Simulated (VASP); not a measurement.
SnO2:

```
Sn O
1.0
     5.17526    0.00000    0.00000
     0.00000    5.17526    0.00000
     0.00000    0.00000    5.17526
Sn O
4 8
Direct
  0.00000 0.00000 0.00000
  0.50000 0.00000 0.50000
  0.50000 0.50000 0.00000
  0.00000 0.50000 0.50000
  0.66110 0.83890 0.16110
  0.83890 0.16110 0.66110
  0.16110 0.66110 0.83890
  0.33890 0.33890 0.33890
  0.66110 0.66110 0.66110
  0.83890 0.33890 0.16110
  0.16110 0.83890 0.33890
  0.33890 0.16110 0.83890
```

* Program: VASP 6.6.1
* Task: relaxation of cell and atoms
* Functional: revPBE
* Dispersion: D4
* Potentials or basis: VASP PAW PBE potentials, release 64 (Sn_d, O)
* Cutoff: 600 eV
* k mesh: 5 × 5 × 5
* Occupations: fermi-dirac, width 0.05 eV
* Spin: no spin polarisation

At the start: pressure -4.5 GPa; volume 11.55 Å³/atom.

Problem. How do energy, volume and symmetry change on relaxing?

Solution. Over 7 steps the energy falls by 4.4 meV/atom and the volume is 11.27 Å³/atom (-2.4 %); space group Pa-3 (No. 205, to 0.1 Å) before and after.

Step by step:
```tsv
step	energy change (eV)	largest force (eV/Å)	pressure (GPa)	volume (Å³)
1	0.0000	0.0382	-4.53	138.61
2	0.0005	0.0812	5.08	132.16
3	-0.0481	0.0588	0.02	135.33
4	-0.0492	0.0504	0.01	135.31
5	-0.0516	0.0252	0.01	135.27
6	-0.0516	0.0286	-0.02	135.18
7	-0.0524	0.0005	0.00	135.23
```

Final structure:
```
Sn O
1.0
     5.13281    0.00000    0.00000
     0.00000    5.13281    0.00000
     0.00000    0.00000    5.13281
Sn O
4 8
Direct
  0.00000 0.00000 0.00000
  0.50000 0.00000 0.50000
  0.50000 0.50000 0.00000
  0.00000 0.50000 0.50000
  0.65903 0.84097 0.15903
  0.84097 0.15903 0.65903
  0.15903 0.65903 0.84097
  0.34097 0.34097 0.34097
  0.65903 0.65903 0.65903
  0.84097 0.34097 0.15903
  0.15903 0.84097 0.34097
  0.34097 0.15903 0.84097
```

Caveat: the PAW data sets were made with another functional, which shifts forces and pressure a little.
